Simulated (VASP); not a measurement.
# CdS (R3m) in VASP: notebook

The runs below take CdS through electric field gradients, with PBE.

Program: VASP 6.6.1. These are calculated values, not measurements. Logs are shortened: lines on timing, memory, paths and dates and some standing lists are left out, and cuts for length are marked.

### 1 The cell of the first run

Symmetry: R3m, No. 160, trigonal system. Conventional cell: a = 4.204 Å, b = 4.204 Å, c = 9.991 Å, α = 90.00°, β = 90.00°, γ = 120.00°. Cd (site symmetry 3m) has 4 S at 2.50 to 2.57 Å within 3.3 Å. Within 3.3 Å of S (site symmetry 3m) lie 4 Cd at 2.50 to 2.57 Å.

### 2 Electric field gradients, PBE (equal xy, yz and zx shear strains of -2 %)

Input file INCAR:

```
SYSTEM = CdS
PREC     = Accurate       ! precision mode
ENCUT    = 520            ! plane-wave cutoff, eV
EDIFF    = 1E-8           ! SCF threshold, eV
ISMEAR   = -1             ! smearing method
SIGMA    = 0.02           ! smearing width, eV
LREAL    = .FALSE.        ! projectors in reciprocal space
LASPH    = .TRUE.         ! aspherical terms in the spheres
NELM     = 80             ! most SCF steps
ALGO     = Normal         ! electronic algorithm
ISIF     = 2              ! what is computed and relaxed
LWAVE    = .FALSE.        ! write WAVECAR
LCHARG   = .FALSE.        ! write CHGCAR
GGA      = PE             ! functional
LEFG     = .TRUE.       
NBANDS   = 16             ! bands
```

Input file KPOINTS:

```
Automatic mesh
0
G
  7 7 7
  0 0 0
```

Input file POSCAR:

```
CdS
1.0
   -0.0588590693      2.9135239302      2.9135239302
    2.9135239302     -0.0588590693      2.9135239302
    2.9135239302      2.9135239302     -0.0588590693
Cd S
1 1
Direct
    0.0000000000      0.0000000000      0.0000000000
    0.7500000000      0.7500000000      0.7500000000
```

Potentials or basis: VASP PAW PBE potentials, release 64 (Cd, S).

On the command line:

```console
$ cat potpaw_PBE.64/Cd/POTCAR potpaw_PBE.64/S/POTCAR > POTCAR
$ mpirun -np 1 vasp_std > vasp.out
```

OUTCAR:

```text
SYSTEM = CdS
   PREC = Accurate
   ENCUT = 520
   EDIFF = 1E-8
   ISMEAR = -1
   LREAL = .FALSE.
   LASPH = .TRUE.
   NELM = 80
   ISIF = 2
   GGA = PE

 ion  position               nearest neighbor table
   1  0.000  0.000  0.000-   2 2.50   2 2.57   2 2.57   2 2.57
   2  0.750  0.750  0.750-   1 2.50   1 2.57   1 2.57   1 2.57

  LATTYP: Found a trigonal (rhomboedric) cell.
 ALAT       =     4.1207654354
 COS(alpha) =     0.4797000918

  Lattice vectors:

 A1 = (  -0.0588590693,   2.9135239302,   2.9135239302)
 A2 = (   2.9135239302,  -0.0588590693,   2.9135239302)
 A3 = (   2.9135239302,   2.9135239302,  -0.0588590693)

Analysis of symmetry for initial positions (statically):
=====================================================================
 Subroutine PRICEL returns:
 Original cell was already a primitive cell.

 Routine SETGRP: Setting up the symmetry group for a
 trigonal (rhombohedral) supercell.

 Subroutine GETGRP returns: Found  6 space group operations
 (whereof  6 operations were pure point group operations)
 out of a pool of 12 trial point group operations.

The static configuration has the point symmetry C_3v.

Analysis of symmetry for dynamics (positions and initial velocities):
=====================================================================
 Subroutine PRICEL returns:
 Original cell was already a primitive cell.

 Routine SETGRP: Setting up the symmetry group for a
 trigonal (rhombohedral) supercell.

 Subroutine GETGRP returns: Found  6 space group operations
 (whereof  6 operations were pure point group operations)
 out of a pool of 12 trial point group operations.

The dynamic configuration has the point symmetry C_3v.

 Subroutine INISYM returns: Found  6 space group operations
 (whereof  6 operations are pure point group operations),
 and found     1 'primitive' translations

----------------------------------------------------------------------------------------

                                     Primitive cell

  volume of cell :      50.9623

  direct lattice vectors                    reciprocal lattice vectors
    -0.058859069  2.913523930  2.913523930    -0.166498718  0.169931681  0.169931681
     2.913523930 -0.058859069  2.913523930     0.169931681 -0.166498718  0.169931681
     2.913523930  2.913523930 -0.058859069     0.169931681  0.169931681 -0.166498718

  length of vectors
     4.120765435  4.120765435  4.120765435     0.292361721  0.292361721  0.292361721

  position of ions in fractional coordinates (direct lattice)
     0.000000000  0.000000000  0.000000000
     0.750000000  0.750000000  0.750000000

  ion indices of the primitive-cell ions
   primitive index   ion index
                 1           1
                 2           2

----------------------------------------------------------------------------------------

 KPOINTS: Automatic mesh

Automatic generation of k-mesh.
 Grid dimensions read from file:
 generate k-points for:    7    7    7

 Generating k-lattice:

  Cartesian coordinates                     Fractional coordinates (reciprocal lattice)
    -0.023785531  0.024275954  0.024275954     0.142857143  0.000000000 -0.000000000
     0.024275954 -0.023785531  0.024275954     0.000000000  0.142857143 -0.000000000
     0.024275954  0.024275954 -0.023785531     0.000000000  0.000000000  0.142857143

  Length of vectors
     0.041765960  0.041765960  0.041765960

  Shift w.r.t. Gamma in fractional coordinates (k-lattice)
     0.000000000  0.000000000  0.000000000

 Subroutine IBZKPT returns following result:
 ===========================================

 Found     44 irreducible k-points:

 Following reciprocal coordinates:
            Coordinates               Weight
  0.000000  0.000000  0.000000      1.000000
  0.142857 -0.000000 -0.000000      6.000000
  0.285714  0.000000 -0.000000      6.000000
  0.428571  0.000000 -0.000000      6.000000
  0.142857  0.142857 -0.000000      6.000000
  0.285714  0.142857 -0.000000     12.000000
[... 16 lines left out ...]
  0.285714  0.285714  0.142857      6.000000
  0.428571  0.285714  0.142857     12.000000
 [... further k-points ...]
   k-points           NKPTS =     44   k-points in BZ     NKDIM =     44   number of bands    NBANDS=     16
   number of dos      NEDOS =    301   number of ions     NIONS =      2
   total plane-waves  NPLWV =  32768
   dimension x,y,z NGX =    32 NGY =   32 NGZ =   32
   dimension x,y,z NGXF=    64 NGYF=   64 NGZF=   64
   ions per type =               1   1
   NGX,Y,Z   is equivalent  to a cutoff of  12.91, 12.91, 12.91 a.u.
   NGXF,Y,Z  is equivalent  to a cutoff of  25.82, 25.82, 25.82 a.u.
 SYSTEM =  CdS
   PREC   = accura    normal or accurate (medium, high low for compatibility)
   ISTART =      0    job   : 0-new  1-cont  2-samecut
   ICHARG =      2    charge: 1-file 2-atom 10-const
   ISPIN  =      1    spin polarized calculation?
   LNONCOLLINEAR =      F non collinear calculations
   LSORBIT =      F    spin-orbit coupling
   LASPH  =      T    aspherical Exc in radial PAW
   ENCUT  =  520.0 eV  38.22 Ry    6.18 a.u.   7.66  7.66  7.66*2*pi/ulx,y,z
   NELM   =     80;   NELMIN=  2; NELMDL= -5     # of ELM steps
   EDIFF  = 0.1E-07   stopping-criterion for ELM
   LREAL  =      F    real-space projection
   EDIFFG = 0.1E-06   stopping-criterion for IOM
   NSW    =      0    number of steps for IOM
   IBRION =     -1    ionic relax: 0-MD 1-quasi-New 2-CG
   NFREE  =      0    steps in history (QN), initial steepest desc. (CG)
   ISIF   =      2    stress and relaxation
   ISYM   =      2    0-nonsym 1-usesym 2-fastsym
   POTIM  = 0.5000    time-step for ionic-motion
   TEBEG  =    0.0;   TEEND  =   0.0 temperature during run
   PSTRESS=    0.0 pullay stress
   NELECT =      18.0000    total number of electrons
   NUPDOWN=      -1.0000    fix difference up-down
   EMIN   =  10.00;   EMAX   =-10.00  energy-range for DOS
   EFERMI =   0.00;   METHOD = LEGACY
   ISMEAR =    -1;   SIGMA  =   0.02  broadening in eV -4-tet -1-fermi 0-gaus
   EFERMI_NEDOS =   21; number of points for ismear=-14 and -15
   IALGO  =     38    algorithm
   IMIX   =      4    mixing-type and parameters
     AMIX     =   0.40;   BMIX     =  1.00
     AMIX_MAG =   1.60;   BMIX_MAG =  1.00
  volume/ion in A,a.u.               =      25.48       171.96
  Fermi-wavevector in a.u.,A,eV,Ry     =   1.157220  2.186829 18.220358  1.339159
  Thomas-Fermi vector in A             =   2.293834
   LORBIT       =      0    0 simple, 1 ext, 2 COOP (PROOUT), +10 PAW based schemes
   GGA     = PE    functional components
[... 5 lines left out ...]
 non-spin polarized calculation
  energy-cutoff  :      520.00
  volume of cell :       50.96
 maximum number of plane-waves:      1387
   NGX = 15   NGY = 15   NGZ = 15

 number of electron      18.0000002 magnetization

 Free energy of the ion-electron system (eV)
  ---------------------------------------------------
  ext. energy  EPLUGINS =         0.00000000
  ---------------------------------------------------
  free energy    TOTEN  =        -6.13052457 eV

  energy without entropy =       -6.13052457  energy(sigma->0) =       -6.13052457

 E-fermi :   1.5358     XC(G=0):  -9.0242

 val. band max:        1.1380751001   @ k =   0.0000   0.0000   0.0000
 cond. band min:       2.1780981775   @ k =   0.0000   0.0000   0.0000
 fundamental gap:      1.0400230774
 Fermi energy:         1.5357879477

 k-point     1 :       0.0000    0.0000    0.0000
  band No.  band energies     occupation
      1     -11.1227      2.00000
      2      -6.5708      2.00000
      3      -6.5383      2.00000
      4      -6.5383      2.00000
      5      -6.1041      2.00000
      6      -6.1041      2.00000
[... 8 lines left out ...]
     15      12.5349      0.00000
     16      12.5349      0.00000

 k-point     2 :       0.1429   -0.0000   -0.0000
  band No.  band energies     occupation
      1     -11.0492      2.00000
      2      -6.5425      2.00000
      3      -6.5142      2.00000
      4      -6.4703      2.00000
      5      -6.1051      2.00000
      6      -6.1038      2.00000
[... 8 lines left out ...]
     15      11.9331      0.00000
     16      13.0041      0.00000
[... 387 lines left out ...]
      5      -6.1173      2.00000
      6      -6.0756      2.00000
[... 8 lines left out ...]
     15      12.5745      0.00000
     16      13.6588      0.00000

 k-point    24 :       0.4286    0.2857    0.1429
  band No.  band energies     occupation
      1     -10.7531      2.00000
      2      -6.3958      2.00000
      3      -6.3814      2.00000
      4      -6.2147      2.00000
      5      -6.0762      2.00000
      6      -5.9727      2.00000
[... 8 lines left out ...]
     15      13.5584      0.00000
     16      15.0188      0.00000

 [... further k-points ...]
[... 5 lines left out ...]
  --------------------------------------------------------------------------------------
  -------------------------------------------------------------------------------------
  Total        0.5060293      0.5060293      0.5060293      0.3389410      0.3389410      0.3389410
  in kB       15.9087930     15.9087930     15.9087930     10.6557909     10.6557909     10.6557909
  external PRESSURE =      15.9087930 kB  Pullay stress =       0.0000000 kB

 VOLUME and BASIS-vectors are now :
 -----------------------------------------------------------------------------
  energy-cutoff  :      520.00
  volume of cell :       50.96
      direct lattice vectors                 reciprocal lattice vectors
    -0.058859069  2.913523930  2.913523930    -0.166498718  0.169931681  0.169931681
     2.913523930 -0.058859069  2.913523930     0.169931681 -0.166498718  0.169931681
     2.913523930  2.913523930 -0.058859069     0.169931681  0.169931681 -0.166498718

 POSITION                                       TOTAL-FORCE (eV/Angst)
 -----------------------------------------------------------------------------------
      0.00000      0.00000      0.00000         0.139266      0.139266      0.139266
      4.32614      4.32614      4.32614        -0.139266     -0.139266     -0.139266
 -----------------------------------------------------------------------------------
    total drift:                               -0.000085     -0.000085     -0.000085

  FREE ENERGIE OF THE ION-ELECTRON SYSTEM (eV)
  ---------------------------------------------------
  free  energy   TOTEN  =        -6.1305245700 eV

  energy  without entropy=       -6.1305245700  energy(sigma->0) =       -6.13052457

 Electric field gradients (V/A^2)
---------------------------------------------------------------------
 ion       V_xx      V_yy      V_zz      V_xy      V_xz      V_yz
---------------------------------------------------------------------
   1      -0.000     0.000     0.000   -11.347   -11.347   -11.347
   2      -0.000     0.000     0.000    -2.085    -2.085    -2.085
---------------------------------------------------------------------

 Electric field gradients after diagonalization (V/A^2)
 (convention: |V_zz| > |V_xx| > |V_yy|)
----------------------------------------------------------------------
 ion       V_xx      V_yy      V_zz     asymmetry (V_yy - V_xx)/ V_zz
----------------------------------------------------------------------
   1      11.347    11.347   -22.693       0.000
   2       2.085     2.085    -4.169       0.000
----------------------------------------------------------------------

           NMR quadrupolar parameters

 Cq : quadrupolar parameter    Cq=e*Q*V_zz/h
 eta: asymmetry parameters     (V_yy - V_xx)/ V_zz
 Q  : nuclear electric quadrupole moment in mb (millibarn)
----------------------------------------------------------------------
 ion       Cq(MHz)       eta       Q (mb)
----------------------------------------------------------------------
   1      -0.055       0.000       1.000
   2      -0.010       0.000       1.000
----------------------------------------------------------------------
```

It took 27 s on 1 thread of Intel Xeon Platinum 8259CL at 2.50GHz (Skylake/Cascade Lake), shared host; peak memory 0.19 GiB.

What came out:

```yaml
Free_energy: -6.1305 eV
Pressure: 1.6 GPa
Largest_force: 0.241 eV/Å
Band_gap_on_the_k_mesh: 1.04 eV, direct
```

Forces in eV/Å, atoms in the order of the input:
```
Cd   0.139  0.139  0.139
S   -0.139 -0.139 -0.139
```

Electric field gradients, principal values (V/Å²):
| atom | least | middle | greatest (by size) |
| --- | --- | --- | --- |
| 1 Cd | 11.347 | 11.347 | -22.693 |
| 2 S | 2.085 | 2.085 | -4.169 |

Caveat: the cell differs from its parent crystal (equal xy, yz and zx shear strains of -2 %); without QUAD_EFG the Cq values of the log hold for a quadrupole moment of 1 mb, not for the nuclei.

(Continued in part 2 of 3.)
